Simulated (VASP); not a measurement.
# CdS (I4/mmm) in VASP: further runs

CdS is run at these levels: PBE; tasks: single point.

Program: VASP 6.6.1. These are calculated values, not measurements. Logs are shortened: lines on timing, memory, paths and dates and some standing lists are left out, and cuts for length are marked.

## (1) The cell of the first run

It takes space group I4/mmm (No. 139, tetragonal). Conventional cell: a = 3.813 Å, b = 3.813 Å, c = 5.504 Å, α = 90.00°, β = 90.00°, γ = 90.00°. Cd (site symmetry 4/mmm) has 6 S at 2.70 to 2.75 Å within 3.6 Å. S (site symmetry 4/mmm) has 6 Cd at 2.70 to 2.75 Å within 3.6 Å.

## (2) Single point, PBE (epitaxial xy strain -1.1%)

Contents of INCAR:

```
SYSTEM = CdS
ALGO = Normal
EDIFF = 1E-6
ENCUT = 520
GGA = PE
ISIF = 2
ISMEAR = -1
LASPH = .TRUE.
LCHARG = .TRUE.
LELF = .TRUE.
LREAL = .FALSE.
LVHAR = .TRUE.
LWAVE = .FALSE.
NBANDS = 16
NELM = 60
PREC = Accurate
SIGMA = 0.02
```

Contents of KPOINTS:

```
k-points
0
G
  8 8 8
  0 0 0
```

Contents of POSCAR:

```
CdS
1.0
    0.0000000000      2.6959639682      2.7522363754
    2.6959639682      0.0000000000      2.7522363754
    2.6959639682      2.6959639682      0.0000000000
Cd S
1 1
Direct
    0.0000000000      0.0000000000      0.0000000000
    0.5000000000      0.5000000000      0.5000000000
```

Potentials or basis: VASP PAW PBE potentials, release 64 (Cd, S).

Started as:

```bash
cat potpaw_PBE.64/Cd/POTCAR potpaw_PBE.64/S/POTCAR > POTCAR
mpirun -np 1 vasp_std > vasp.out
```

OUTCAR:

```text
SYSTEM = CdS
   EDIFF = 1E-6
   ENCUT = 520
   GGA = PE
   ISIF = 2
   ISMEAR = -1
   LASPH = .TRUE.
   LREAL = .FALSE.
   NELM = 60
   PREC = Accurate

 ion  position               nearest neighbor table
   1  0.000  0.000  0.000-   2 2.70   2 2.70   2 2.70   2 2.70   2 2.75   2 2.75
   2  0.500  0.500  0.500-   1 2.70   1 2.70   1 2.70   1 2.70   1 2.75   1 2.75

  LATTYP: Found a body centered tetragonal cell.
 ALAT       =     3.8126688075
 C/A-ratio  =     1.4437322067

  Lattice vectors:

 A1 = (  -2.6959639682,   0.0000000000,   2.7522363754)
 A2 = (   2.6959639682,   0.0000000000,   2.7522363754)
 A3 = (   0.0000000000,   2.6959639682,  -2.7522363754)

Analysis of symmetry for initial positions (statically):
=====================================================================
 Subroutine PRICEL returns:
 Original cell was already a primitive cell.

 Routine SETGRP: Setting up the symmetry group for a
 body centered tetragonal supercell.

 Subroutine GETGRP returns: Found 16 space group operations
 (whereof 16 operations were pure point group operations)
 out of a pool of 16 trial point group operations.

The static configuration has the point symmetry D_4h.

Analysis of symmetry for dynamics (positions and initial velocities):
=====================================================================
 Subroutine PRICEL returns:
 Original cell was already a primitive cell.

 Routine SETGRP: Setting up the symmetry group for a
 body centered tetragonal supercell.

 Subroutine GETGRP returns: Found 16 space group operations
 (whereof 16 operations were pure point group operations)
 out of a pool of 16 trial point group operations.

The dynamic configuration has the point symmetry D_4h.

 Subroutine INISYM returns: Found 16 space group operations
 (whereof 16 operations are pure point group operations),
 and found     1 'primitive' translations

----------------------------------------------------------------------------------------

                                     Primitive cell

  volume of cell :      40.0077

  direct lattice vectors                    reciprocal lattice vectors
     0.000000000  2.695963968  2.752236375    -0.185462419  0.185462419  0.181670442
     2.695963968  0.000000000  2.752236375     0.185462419 -0.185462419  0.181670442
     2.695963968  2.695963968  0.000000000     0.185462419  0.185462419 -0.181670442

  length of vectors
     3.852664894  3.852664894  3.812668807     0.319056057  0.319056057  0.319056057

  position of ions in fractional coordinates (direct lattice)
     0.000000000  0.000000000  0.000000000
     0.500000000  0.500000000  0.500000000

  ion indices of the primitive-cell ions
   primitive index   ion index
                 1           1
                 2           2

----------------------------------------------------------------------------------------

 KPOINTS: k-points

Automatic generation of k-mesh.
 Grid dimensions read from file:
 generate k-points for:    8    8    8

 Generating k-lattice:

  Cartesian coordinates                     Fractional coordinates (reciprocal lattice)
    -0.023182802  0.023182802  0.022708805     0.125000000 -0.000000000  0.000000000
     0.023182802 -0.023182802  0.022708805    -0.000000000  0.125000000  0.000000000
     0.023182802  0.023182802 -0.022708805     0.000000000  0.000000000  0.125000000

  Length of vectors
     0.039882007  0.039882007  0.039882007

  Shift w.r.t. Gamma in fractional coordinates (k-lattice)
     0.000000000  0.000000000  0.000000000

 Subroutine IBZKPT returns following result:
 ===========================================

 Found     59 irreducible k-points:

 Following reciprocal coordinates:
            Coordinates               Weight
  0.000000  0.000000  0.000000      1.000000
  0.125000 -0.000000  0.000000      8.000000
  0.250000 -0.000000  0.000000      8.000000
  0.375000  0.000000  0.000000      8.000000
  0.500000 -0.000000  0.000000      4.000000
  0.125000  0.125000  0.000000      2.000000
[... 16 lines left out ...]
  0.250000 -0.000000  0.125000     16.000000
  0.375000  0.000000  0.125000     16.000000
 [... further k-points ...]
   k-points           NKPTS =     59   k-points in BZ     NKDIM =     59   number of bands    NBANDS=     16
   number of dos      NEDOS =    301   number of ions     NIONS =      2
   total plane-waves  NPLWV =  25200
   dimension x,y,z NGX =    30 NGY =   30 NGZ =   28
   dimension x,y,z NGXF=    60 NGYF=   60 NGZF=   56
   ions per type =               1   1
   NGX,Y,Z   is equivalent  to a cutoff of  12.95, 12.95, 12.21 a.u.
   NGXF,Y,Z  is equivalent  to a cutoff of  25.89, 25.89, 24.42 a.u.
 SYSTEM =  CdS
   PREC   = accura    normal or accurate (medium, high low for compatibility)
   ISTART =      0    job   : 0-new  1-cont  2-samecut
   ICHARG =      2    charge: 1-file 2-atom 10-const
   ISPIN  =      1    spin polarized calculation?
   LNONCOLLINEAR =      F non collinear calculations
   LSORBIT =      F    spin-orbit coupling
   LASPH  =      T    aspherical Exc in radial PAW
   ENCUT  =  520.0 eV  38.22 Ry    6.18 a.u.   7.16  7.16  7.09*2*pi/ulx,y,z
   NELM   =     60;   NELMIN=  2; NELMDL= -5     # of ELM steps
   EDIFF  = 0.1E-05   stopping-criterion for ELM
   LREAL  =      F    real-space projection
   EDIFFG = 0.1E-04   stopping-criterion for IOM
   NSW    =      0    number of steps for IOM
   IBRION =     -1    ionic relax: 0-MD 1-quasi-New 2-CG
   NFREE  =      0    steps in history (QN), initial steepest desc. (CG)
   ISIF   =      2    stress and relaxation
   ISYM   =      2    0-nonsym 1-usesym 2-fastsym
   POTIM  = 0.5000    time-step for ionic-motion
   TEBEG  =    0.0;   TEEND  =   0.0 temperature during run
   PSTRESS=    0.0 pullay stress
   NELECT =      18.0000    total number of electrons
   NUPDOWN=      -1.0000    fix difference up-down
   EMIN   =  10.00;   EMAX   =-10.00  energy-range for DOS
   EFERMI =   0.00;   METHOD = LEGACY
   ISMEAR =    -1;   SIGMA  =   0.02  broadening in eV -4-tet -1-fermi 0-gaus
   EFERMI_NEDOS =   21; number of points for ismear=-14 and -15
   IALGO  =     38    algorithm
   IMIX   =      4    mixing-type and parameters
     AMIX     =   0.40;   BMIX     =  1.00
     AMIX_MAG =   1.60;   BMIX_MAG =  1.00
  volume/ion in A,a.u.               =      20.00       134.99
  Fermi-wavevector in a.u.,A,eV,Ry     =   1.254443  2.370554 21.410509  1.573628
  Thomas-Fermi vector in A             =   2.388248
   LORBIT       =      0    0 simple, 1 ext, 2 COOP (PROOUT), +10 PAW based schemes
   GGA     = PE    functional components
   LHFCALC =     F    Hartree Fock is set to
   AEXX    =    0.0000 exact exchange contribution
   IVDW    =     0    specifies the selected vdW correction
   LEPSILON=     F    determine dielectric tensor
   LRPA    =     F    only Hartree local field effects (RPA)
 non-spin polarized calculation
  energy-cutoff  :      520.00
  volume of cell :       40.01
 maximum number of plane-waves:      1090
 NGX is ok and might be reduce to    30
   NGX = 15   NGY = 15   NGZ = 15

 number of electron      18.0000003 magnetization

 Free energy of the ion-electron system (eV)
  ---------------------------------------------------
  ext. energy  EPLUGINS =         0.00000000
  ---------------------------------------------------
  free energy    TOTEN  =        -5.85632858 eV

  energy without entropy =       -5.85628032  energy(sigma->0) =       -5.85630445

 E-fermi :   3.2852     XC(G=0): -10.5131

 val. band max:        3.1925308498   @ k =   0.5000  -0.0000   0.0000
 cond. band min:       3.3560196116   @ k =   0.5000   0.0000   0.5000
 fundamental gap:      0.1634887618
 Fermi energy:         3.2852432248

 k-point     1 :       0.0000    0.0000    0.0000
  band No.  band energies     occupation
      1      -9.8272      2.00000
      2      -4.5493      2.00000
      3      -4.5322      2.00000
      4      -4.5266      2.00000
      5      -4.5192      2.00000
      6      -4.5192      2.00000
[... 8 lines left out ...]
     15      14.4651      0.00000
     16      14.9370      0.00000

 k-point     2 :       0.1250   -0.0000    0.0000
  band No.  band energies     occupation
      1      -9.6874      2.00000
      2      -4.5842      2.00000
      3      -4.5789      2.00000
      4      -4.5480      2.00000
      5      -4.5008      2.00000
      6      -4.4909      2.00000
[... 8 lines left out ...]
     15      13.5644      0.00000
     16      14.3955      0.00000

 k-point     3 :       0.2500   -0.0000    0.0000
  band No.  band energies     occupation
      1      -9.3112      2.00000
      2      -4.7080      2.00000
      3      -4.6928      2.00000
      4      -4.6087      2.00000
      5      -4.4222      2.00000
      6      -4.4183      2.00000
[... 8 lines left out ...]
     15      14.0158      0.00000
     16      14.1819      0.00000

 k-point     4 :       0.3750    0.0000    0.0000
  band No.  band energies     occupation
      1      -8.8555      2.00000
      2      -4.8257      2.00000
      3      -4.8050      2.00000
      4      -4.7316      2.00000
      5      -4.3441      2.00000
      6      -4.3394      2.00000
[... 8 lines left out ...]
     15      15.2325      0.00000
     16      15.3353      0.00000
[... 324 lines left out ...]
 k-point    22 :       0.1250    0.0000    0.1250
  band No.  band energies     occupation
      1      -9.6419      2.00000
      2      -4.6469      2.00000
      3      -4.5447      2.00000
      4      -4.5165      2.00000
      5      -4.5101      2.00000
      6      -4.4917      2.00000
[... 8 lines left out ...]
     15      15.5165      0.00000
     16      15.6696      0.00000

 k-point    23 :       0.2500   -0.0000    0.1250
  band No.  band energies     occupation
      1      -9.3608      2.00000
      2      -4.7424      2.00000
      3      -4.5802      2.00000
      4      -4.5783      2.00000
      5      -4.4546      2.00000
      6      -4.4134      2.00000
[... 8 lines left out ...]
     15      15.1491      0.00000
     16      15.7245      0.00000

 k-point    24 :       0.3750    0.0000    0.1250
  band No.  band energies     occupation
      1      -8.9591      2.00000
      2      -4.7977      2.00000
      3      -4.6967      2.00000
      4      -4.6416      2.00000
      5      -4.3786      2.00000
      6      -4.3307      2.00000
[... 8 lines left out ...]
     15      15.8930      0.00000
     16      16.0231      0.00000

 [... further k-points ...]

------------------------ aborting loop because EDIFF is reached ----------------------------------------

  FORCE on cell =-STRESS in cart. coord.  units (eV):
  Direction    XX          YY          ZZ          XY          YZ          ZX
  --------------------------------------------------------------------------------------
  -------------------------------------------------------------------------------------
  Total        0.9920713      0.9920713      0.5242964      0.0000000     -0.0000000     -0.0000000
  in kB       39.7291792     39.7291792     20.9963389      0.0000000     -0.0000000     -0.0000000
  external PRESSURE =      33.4848991 kB  Pullay stress =       0.0000000 kB

 VOLUME and BASIS-vectors are now :
 -----------------------------------------------------------------------------
  energy-cutoff  :      520.00
  volume of cell :       40.01
      direct lattice vectors                 reciprocal lattice vectors
     0.000000000  2.695963968  2.752236375    -0.185462419  0.185462419  0.181670442
     2.695963968  0.000000000  2.752236375     0.185462419 -0.185462419  0.181670442
     2.695963968  2.695963968  0.000000000     0.185462419  0.185462419 -0.181670442

 POSITION                                       TOTAL-FORCE (eV/Angst)
 -----------------------------------------------------------------------------------
      0.00000      0.00000      0.00000         0.000000     -0.000000     -0.000000
      2.69596      2.69596      2.75224        -0.000000      0.000000      0.000000
 -----------------------------------------------------------------------------------
    total drift:                               -0.000000      0.000000      0.000000

  FREE ENERGIE OF THE ION-ELECTRON SYSTEM (eV)
  ---------------------------------------------------
  free  energy   TOTEN  =        -5.8563285757 eV

  energy  without entropy=       -5.8562803154  energy(sigma->0) =       -5.85630445
```

Wall time 62 s (1 thread of Intel Xeon 8259CL, shared host); peak memory 0.19 GiB.

What came out:

* Free energy: -5.8563 eV
* Pressure: 3.3 GPa
* Band gap on the k mesh: 0.16 eV (least direct gap 1.74 eV)

Levels at points of the mesh, in eV from the valence-band top:
```
           k point  band 6  band 7  band 8  band 9  band 10  band 11  band 12  band 13
(0.00, 0.00, 0.00)   -7.71   -0.88   -0.88   -0.77     0.97     9.11     9.22     9.22
(0.50, 0.00, 0.00)   -7.50   -5.01   -0.11    0.00     3.44     5.75     5.94     6.97
(0.50, 0.50, 0.00)   -6.74   -4.44   -2.24   -2.24     0.27     6.03     9.83    11.49
(0.50, 0.00, 0.50)   -6.68   -4.45   -2.40   -2.21     0.16     5.92    10.03    11.10
```

Caveat: the cell differs from its parent crystal (epitaxial xy strain -1.1%); the cell stands under pressure. A k mesh can miss the band edges.

## (3) Single point, PBE (uniaxial z strain -0.3%)

Contents of INCAR:

```
SYSTEM = CdS
  ALGO = Normal
  EDIFF = 1E-7
  ENCUT = 520
  GGA = PE
  ISIF = 2
  ISMEAR = -1
  LASPH = .True.
  LCHARG = .False.
  LREAL = .False.
  LWAVE = .False.
  NBANDS = 16
  NELM = 80
  PREC = Accurate
  SIGMA = 0.02
```

Contents of KPOINTS:

```
k-points
0
Gamma
  8 8 8
  0 0 0
```

Contents of POSCAR:

```
CdS
1.0
    0.0000000000      2.7267765431      2.7183235359
    2.7267765431      0.0000000000      2.7183235359
    2.7267765431      2.7267765431      0.0000000000
Cd S
1 1
Direct
    0.0000000000      0.0000000000      0.0000000000
    0.5000000000      0.5000000000      0.5000000000
```

Potentials or basis: VASP PAW PBE potentials, release 64 (Cd, S).

Started as:

```bash
cat potpaw_PBE.64/Cd/POTCAR potpaw_PBE.64/S/POTCAR > POTCAR
mpirun -np 1 vasp_std > vasp.out
```

OUTCAR:

```text
SYSTEM = CdS
   EDIFF = 1E-7
   ENCUT = 520
   GGA = PE
   ISIF = 2
   ISMEAR = -1
   LASPH = .True.
   LREAL = .False.
   NELM = 80
   PREC = Accurate

 ion  position               nearest neighbor table
   1  0.000  0.000  0.000-   2 2.72   2 2.72   2 2.73   2 2.73   2 2.73   2 2.73
   2  0.500  0.500  0.500-   1 2.72   1 2.72   1 2.73   1 2.73   1 2.73   1 2.73

  LATTYP: Found a body centered tetragonal cell.
 ALAT       =     3.8562443688
 C/A-ratio  =     1.4098295004

  Lattice vectors:

 A1 = (   0.0000000000,  -2.7267765431,  -2.7183235359)
 A2 = (   0.0000000000,   2.7267765431,  -2.7183235359)
 A3 = (   2.7267765431,   0.0000000000,   2.7183235359)

Analysis of symmetry for initial positions (statically):
=====================================================================
 Subroutine PRICEL returns:
 Original cell was already a primitive cell.

 Routine SETGRP: Setting up the symmetry group for a
 body centered tetragonal supercell.

 Subroutine GETGRP returns: Found 16 space group operations
 (whereof 16 operations were pure point group operations)
 out of a pool of 16 trial point group operations.

The static configuration has the point symmetry D_4h.
[... 160 lines left out ...]

 E-fermi :   3.1749     XC(G=0): -10.4623

 val. band max:        3.0387488383   @ k =   0.5000   0.0000   0.0000
 cond. band min:       3.2736132651   @ k =   0.5000   0.5000   0.0000
 fundamental gap:      0.2348644268
 Fermi energy:         3.1749257407

 k-point     1 :       0.0000    0.0000    0.0000
  band No.  band energies     occupation
      1      -9.8540      2.00000
      2      -4.6107      2.00000
      3      -4.6107      2.00000
      4      -4.6099      2.00000
      5      -4.6092      2.00000
      6      -4.6064      2.00000
[... 433 lines left out ...]
      3      -4.7740      2.00000
      4      -4.7198      2.00000
      5      -4.4595      2.00000
      6      -4.4182      2.00000
[... 8 lines left out ...]
     15      15.7317      0.00000
     16      15.8320      0.00000

 [... further k-points ...]

------------------------ aborting loop because EDIFF is reached ----------------------------------------

  FORCE on cell =-STRESS in cart. coord.  units (eV):
  Direction    XX          YY          ZZ          XY          YZ          ZX
  --------------------------------------------------------------------------------------
  -------------------------------------------------------------------------------------
  Total        0.5866754      0.5866754      0.6547491      0.0000000     -0.0000000      0.0000000
  in kB       23.2529572     23.2529572     25.9510707      0.0000000     -0.0000000      0.0000000
  external PRESSURE =      24.1523284 kB  Pullay stress =       0.0000000 kB

 VOLUME and BASIS-vectors are now :
 -----------------------------------------------------------------------------
  energy-cutoff  :      520.00
  volume of cell :       40.42
      direct lattice vectors                 reciprocal lattice vectors
     0.000000000  2.726776543  2.718323536    -0.183366694  0.183366694  0.183936898
     2.726776543  0.000000000  2.718323536     0.183366694 -0.183366694  0.183936898
     2.726776543  2.726776543  0.000000000     0.183366694  0.183366694 -0.183936898

 POSITION                                       TOTAL-FORCE (eV/Angst)
 -----------------------------------------------------------------------------------
      0.00000      0.00000      0.00000         0.000000      0.000000     -0.000000
      2.72678      2.72678      2.71832         0.000000     -0.000000      0.000000
 -----------------------------------------------------------------------------------
    total drift:                               -0.000000      0.000000      0.000000

  FREE ENERGIE OF THE ION-ELECTRON SYSTEM (eV)
  ---------------------------------------------------
  free  energy   TOTEN  =        -5.8669660254 eV

  energy  without entropy=       -5.8669496587  energy(sigma->0) =       -5.86695784
```

It took 66 s on 1 thread of Intel Xeon 8259CL, shared host; peak memory 0.19 GiB.

Results:

```
Free energy            : -5.8670 eV
Pressure               : 2.4 GPa
Band gap on the k mesh : 0.23 eV (least direct gap 1.73 eV)
```

Caveat: the cell differs from its parent crystal (uniaxial z strain -0.3%).
